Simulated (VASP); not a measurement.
# NaTi12 (a cell with a defect) in VASP: single point with LDA

Aim: the single point of NaTi12 (a cell with a defect) with LDA.

Everything below comes from runs of VASP 6.6.1. Logs are shortened: lines on timing, memory, paths and dates and some standing lists are left out, and cuts for length are marked.

### Step 1. The cell of the first run

The cell holds a defect, 13 atoms: a = 5.900 Å, b = 8.850 Å, c = 4.685 Å, α = 90.00°, β = 90.00°, γ = 120.00°.

### Step 2. Single point, LDA

INCAR

```
PREC = Accurate
ENCUT = 520
EDIFF = 1E-6
ISMEAR = -1
SIGMA = 0.15
LREAL = F
LASPH = T
NELM = 100
ALGO = Normal
ISIF = 2
LWAVE = F
LCHARG = F
NBANDS = 88
```

KPOINTS

```
regular mesh
0
Gamma
  2 2 2
```

POSCAR

```
NaTi12
1.0
    5.9000000000      0.0000000000      0.0000000000
   -4.4250000000      7.6643250000      0.0000000000
    0.0000000000      0.0000000000      4.6846000000
Ti Na
12 1
Direct
    0.0069577802     -0.0027546548     -0.0855632640
    0.1522713180      0.2204581504      0.4418006805
    0.0248646542      0.3360100184     -0.0494103161
    0.1192676166      0.5042991773      0.4459771674
   -0.0529965108      0.6390135539      0.0854601182
    0.1463230014      0.9154171286      0.4138358870
    0.5491588386      0.0511980131      0.0589610221
    0.6445638744      0.2194401822      0.5538752577
    0.5199822688      0.3364487288      0.0629505238
    0.6571948505      0.5559173044      0.5868134991
    0.5195543579      0.6397413146      0.0878795721
    0.7221902576      0.9179955121      0.4170572450
    0.3347109925      0.7786681711      0.7498560073
```

Potentials or basis: VASP PAW LDA potentials, release 64 (Ti_sv, Na_pv).

Run with:

```console
$ cat potpaw_LDA.64/Ti_sv/POTCAR potpaw_LDA.64/Na_pv/POTCAR > POTCAR
$ mpirun -np 1 vasp_std > vasp.out
```

OUTCAR:

```text
PREC = Accurate
   ENCUT = 520
   EDIFF = 1E-6
   ISMEAR = -1
   LREAL = F
   LASPH = T
   NELM = 100
   ISIF = 2

 ion  position               nearest neighbor table
   1  0.007  0.997  0.914-   6 2.70   6 2.70  12 2.75  12 2.77   2 2.80
   2  0.152  0.220  0.442-   9 2.59  12 2.61   4 2.61   6 2.69   3 2.77   1 2.80   3 2.84
   3  0.025  0.336  0.951-   4 2.66   8 2.69   4 2.70   7 2.72   2 2.77   2 2.84  11 2.88
   4  0.119  0.504  0.446-  13 2.54   5 2.55   2 2.61  11 2.65   3 2.66   3 2.70   8 2.72
   5  0.947  0.639  0.085-  11 2.53  13 2.53   4 2.55   9 2.60   6 2.62  10 2.77  10 2.78
   6  0.146  0.915  0.414-  12 2.51  13 2.55   5 2.62   7 2.65   2 2.69   1 2.70   1 2.70   8 2.90

   7  0.549  0.051  0.059-  12 2.54  13 2.54   9 2.61   6 2.65   8 2.66   8 2.70   3 2.72
   8  0.645  0.219  0.554-   7 2.66   3 2.69   7 2.70   4 2.72   9 2.77   9 2.84   6 2.90
   9  0.520  0.336  0.063-   2 2.59   5 2.60   7 2.61  11 2.69   8 2.77  10 2.80   8 2.84
  10  0.657  0.556  0.587-  11 2.70  11 2.71   5 2.77   5 2.78   9 2.80
  11  0.520  0.640  0.088-   5 2.53  13 2.56  12 2.63   4 2.65   9 2.69  10 2.70  10 2.71   3 2.88

  12  0.722  0.918  0.417-   6 2.51  13 2.52   7 2.54   2 2.61  11 2.63   1 2.75   1 2.77
  13  0.335  0.779  0.750-  12 2.52   5 2.53   4 2.54   7 2.54   6 2.55  11 2.56

  LATTYP: Found a simple monoclinic cell.
 ALAT       =     5.9000000000
 B/A-ratio  =     0.7940000000
 C/A-ratio  =     1.3228756849
 COS(beta)  =    -0.1889822323

  Lattice vectors:

 A1 = (   5.9000000000,   0.0000000000,   0.0000000000)
 A2 = (   0.0000000000,   0.0000000000,   4.6846000000)
 A3 = (  -1.4750000000,  -7.6643250000,   0.0000000000)

Analysis of symmetry for initial positions (statically):
=====================================================================
 Subroutine PRICEL returns:
 Original cell was already a primitive cell.

 Routine SETGRP: Setting up the symmetry group for a
 simple monoclinic supercell.

 Subroutine GETGRP returns: Found  1 space group operations
 (whereof  1 operations were pure point group operations)
 out of a pool of  4 trial point group operations.

The static configuration has the point symmetry C_1 .

Analysis of symmetry for dynamics (positions and initial velocities):
=====================================================================
 Subroutine PRICEL returns:
 Original cell was already a primitive cell.

 Routine SETGRP: Setting up the symmetry group for a
 simple monoclinic supercell.

 Subroutine GETGRP returns: Found  1 space group operations
 (whereof  1 operations were pure point group operations)
 out of a pool of  4 trial point group operations.

The dynamic configuration has the point symmetry C_1 .

 Subroutine INISYM returns: Found  1 space group operations
 (whereof  1 operations are pure point group operations),
 and found     1 'primitive' translations

----------------------------------------------------------------------------------------

                                     Primitive cell

  volume of cell :     211.8354

  direct lattice vectors                    reciprocal lattice vectors
     5.900000000  0.000000000  0.000000000     0.169491525  0.097855976  0.000000000
    -4.425000000  7.664325000  0.000000000     0.000000000  0.130474634  0.000000000
     0.000000000  0.000000000  4.684600000     0.000000000  0.000000000  0.213465397

  length of vectors
     5.900000000  8.850000153  4.684600000     0.195711955  0.130474634  0.213465397

  position of ions in fractional coordinates (direct lattice)
     0.006957780  0.997245345  0.914436736
     0.152271318  0.220458150  0.441800681
     0.024864654  0.336010018  0.950589684
     0.119267617  0.504299177  0.445977167
     0.947003489  0.639013554  0.085460118
     0.146323001  0.915417129  0.413835887
     0.549158839  0.051198013  0.058961022
     0.644563874  0.219440182  0.553875258
     0.519982269  0.336448729  0.062950524
     0.657194850  0.555917304  0.586813499
     0.519554358  0.639741315  0.087879572
     0.722190258  0.917995512  0.417057245
     0.334710992  0.778668171  0.749856007

  ion indices of the primitive-cell ions
   primitive index   ion index
                 1           1
                 2           2
                 3           3
                 4           4
                 5           5
                 6           6
                 7           7
                 8           8
                 9           9
                10          10
                11          11
                12          12
                13          13

----------------------------------------------------------------------------------------

 KPOINTS: regular mesh

Automatic generation of k-mesh.
 Grid dimensions read from file:
 generate k-points for:    2    2    2

 Generating k-lattice:

  Cartesian coordinates                     Fractional coordinates (reciprocal lattice)
     0.084745763  0.048927988  0.000000000     0.500000000  0.000000000  0.000000000
     0.000000000  0.065237317  0.000000000     0.000000000  0.500000000  0.000000000
     0.000000000  0.000000000  0.106732699     0.000000000  0.000000000  0.500000000

  Length of vectors
     0.097855977  0.065237317  0.106732699

  Shift w.r.t. Gamma in fractional coordinates (k-lattice)
     0.000000000  0.000000000  0.000000000

 Subroutine IBZKPT returns following result:
 ===========================================

 Found      8 irreducible k-points:

 Following reciprocal coordinates:
            Coordinates               Weight
  0.000000  0.000000  0.000000      1.000000
  0.500000  0.000000  0.000000      1.000000
  0.000000  0.500000  0.000000      1.000000
  0.500000  0.500000  0.000000      1.000000
  0.000000  0.000000  0.500000      1.000000
  0.500000  0.000000  0.500000      1.000000
  0.000000  0.500000  0.500000      1.000000
  0.500000  0.500000  0.500000      1.000000
   k-points           NKPTS =      8   k-points in BZ     NKDIM =      8   number of bands    NBANDS=     88
   number of dos      NEDOS =    301   number of ions     NIONS =     13
   total plane-waves  NPLWV = 120960
   dimension x,y,z NGX =    48 NGY =   70 NGZ =   36
   dimension x,y,z NGXF=    96 NGYF=  140 NGZF=   72
   ions per type =              12   1
   NGX,Y,Z   is equivalent  to a cutoff of  13.53, 13.15, 12.78 a.u.
   NGXF,Y,Z  is equivalent  to a cutoff of  27.05, 26.30, 25.55 a.u.
 SYSTEM =  unknown system
   PREC   = accura    normal or accurate (medium, high low for compatibility)
   ISTART =      0    job   : 0-new  1-cont  2-samecut
   ICHARG =      2    charge: 1-file 2-atom 10-const
   ISPIN  =      1    spin polarized calculation?
   LNONCOLLINEAR =      F non collinear calculations
   LSORBIT =      F    spin-orbit coupling
   LASPH  =      T    aspherical Exc in radial PAW
   ENCUT  =  520.0 eV  38.22 Ry    6.18 a.u.  10.97 16.46  8.71*2*pi/ulx,y,z
   NELM   =    100;   NELMIN=  2; NELMDL= -5     # of ELM steps
   EDIFF  = 0.1E-05   stopping-criterion for ELM
   LREAL  =      F    real-space projection
   EDIFFG = 0.1E-04   stopping-criterion for IOM
   NSW    =      0    number of steps for IOM
   IBRION =     -1    ionic relax: 0-MD 1-quasi-New 2-CG
   NFREE  =      0    steps in history (QN), initial steepest desc. (CG)
   ISIF   =      2    stress and relaxation
   ISYM   =      2    0-nonsym 1-usesym 2-fastsym
   POTIM  = 0.5000    time-step for ionic-motion
   TEBEG  =    0.0;   TEEND  =   0.0 temperature during run
   PSTRESS=    0.0 pullay stress
   NELECT =     151.0000    total number of electrons
   NUPDOWN=      -1.0000    fix difference up-down
   EMIN   =  10.00;   EMAX   =-10.00  energy-range for DOS
   EFERMI =   0.00;   METHOD = LEGACY
   ISMEAR =    -1;   SIGMA  =   0.15  broadening in eV -4-tet -1-fermi 0-gaus
   EFERMI_NEDOS =   21; number of points for ismear=-14 and -15
   IALGO  =     38    algorithm
   IMIX   =      4    mixing-type and parameters
     AMIX     =   0.40;   BMIX     =  1.00
     AMIX_MAG =   1.60;   BMIX_MAG =  1.00
  volume/ion in A,a.u.               =      16.30       109.96
  Fermi-wavevector in a.u.,A,eV,Ry     =   1.462405  2.763545 29.097806  2.138628
  Thomas-Fermi vector in A             =   2.578622
   LORBIT       =      0    0 simple, 1 ext, 2 COOP (PROOUT), +10 PAW based schemes
   GGA     = CA    functional components
   LHFCALC =     F    Hartree Fock is set to
   AEXX    =    0.0000 exact exchange contribution
   IVDW    =     0    specifies the selected vdW correction
   LEPSILON=     F    determine dielectric tensor
   LRPA    =     F    only Hartree local field effects (RPA)
 non-spin polarized calculation
  energy-cutoff  :      520.00
  volume of cell :      211.84
 maximum number of plane-waves:      5724
 NGX is ok and might be reduce to    48
   NGX = 21   NGY = 33   NGZ = 17

 number of electron     151.0000008 magnetization

 Free energy of the ion-electron system (eV)
  ---------------------------------------------------
  ext. energy  EPLUGINS =         0.00000000
  ---------------------------------------------------
  free energy    TOTEN  =      -100.48248160 eV

  energy without entropy =      -99.28292242  energy(sigma->0) =      -99.88270201

 E-fermi :   8.1142     XC(G=0): -11.8769

 val. band max:        8.0991075565   @ k =   0.0000   0.0000   0.0000
 cond. band min:       8.1222488797   @ k =   0.5000   0.5000   0.5000
 fundamental gap:      0.0231413232
 Fermi energy:         8.1142262449

 k-point     1 :       0.0000    0.0000    0.0000
  band No.  band energies     occupation
      1     -47.7978      2.00000
      2     -47.7671      2.00000
      3     -47.6920      2.00000
      4     -47.6131      2.00000
      5     -47.5767      2.00000
      6     -47.5464      2.00000
[... 709 lines left out ...]
     86       9.2311      0.00117
     87       9.3361      0.00058
 [bands above 87 left out]

------------------------ aborting loop because EDIFF is reached ----------------------------------------

  FORCE on cell =-STRESS in cart. coord.  units (eV):
  Direction    XX          YY          ZZ          XY          YZ          ZX
  --------------------------------------------------------------------------------------
  -------------------------------------------------------------------------------------
  Total        0.2257027      0.9815253      6.9768088     -0.5395767     -0.8305429      0.9266332
  in kB        1.7070607      7.4235844     52.7677972     -4.0809884     -6.2816571      7.0084179
  external PRESSURE =      20.6328141 kB  Pullay stress =       0.0000000 kB

 VOLUME and BASIS-vectors are now :
 -----------------------------------------------------------------------------
  energy-cutoff  :      520.00
  volume of cell :      211.84
      direct lattice vectors                 reciprocal lattice vectors
     5.900000000  0.000000000  0.000000000     0.169491525  0.097855976  0.000000000
    -4.425000000  7.664325000  0.000000000     0.000000000  0.130474634  0.000000000
     0.000000000  0.000000000  4.684600000     0.000000000  0.000000000  0.213465397

 POSITION                                       TOTAL-FORCE (eV/Angst)
 -----------------------------------------------------------------------------------
     -4.37176      7.64321      4.28377         0.014314      0.056021     -0.014254
     -0.07713      1.68966      2.06966         0.028089     -0.039720     -0.036849
     -1.34014      2.57529      4.45313         0.027005      0.026658     -0.043199
     -1.52784      3.86511      2.08922        -0.066323     -0.028461     -0.003951
      2.75969      4.89761      0.40035        -0.029068     -0.009264     -0.023460
     -3.18742      7.01605      1.93866         0.067734     -0.029106      0.068956
      3.01349      0.39240      0.27621         0.031888      0.029425     -0.018287
      2.83190      1.68186      2.59468        -0.035306     -0.050050      0.041865
      1.57911      2.57865      0.29490        -0.059803     -0.017416      0.009248
      1.41752      4.26073      2.74899         0.047207      0.054408      0.067025
      0.23452      4.90319      0.41168        -0.025790      0.029102     -0.049102
      0.19879      7.03582      1.95375         0.010539     -0.014832     -0.013109
     -1.47081      5.96797      3.51278        -0.010485     -0.006765      0.015117
 -----------------------------------------------------------------------------------
    total drift:                                0.000125     -0.000260     -0.000253

  FREE ENERGIE OF THE ION-ELECTRON SYSTEM (eV)
  ---------------------------------------------------
  free  energy   TOTEN  =      -100.4824816030 eV

  energy  without entropy=      -99.2829224203  energy(sigma->0) =      -99.88270201
```

Run time: 8.6 min. Hardware: 1 thread of Oxide Virtual Turin-like, shared host; peak memory 0.29 GiB.

What came out:

* Free energy: -100.4825 eV
* Pressure: 2.1 GPa
* Largest force: 0.101 eV/Å

Forces on the atoms (eV/Å):
```
Ti   0.014  0.056 -0.014
Ti   0.028 -0.040 -0.037
Ti   0.027  0.027 -0.043
Ti  -0.066 -0.028 -0.004
Ti  -0.029 -0.009 -0.023
Ti   0.068 -0.029  0.069
Ti   0.032  0.029 -0.018
Ti  -0.035 -0.050  0.042
Ti  -0.060 -0.017  0.009
Ti   0.047  0.054  0.067
Ti  -0.026  0.029 -0.049
Ti   0.011 -0.015 -0.013
Na  -0.010 -0.007  0.015
```

Caveat: the k points lie up to 0.67 Å⁻¹ apart.
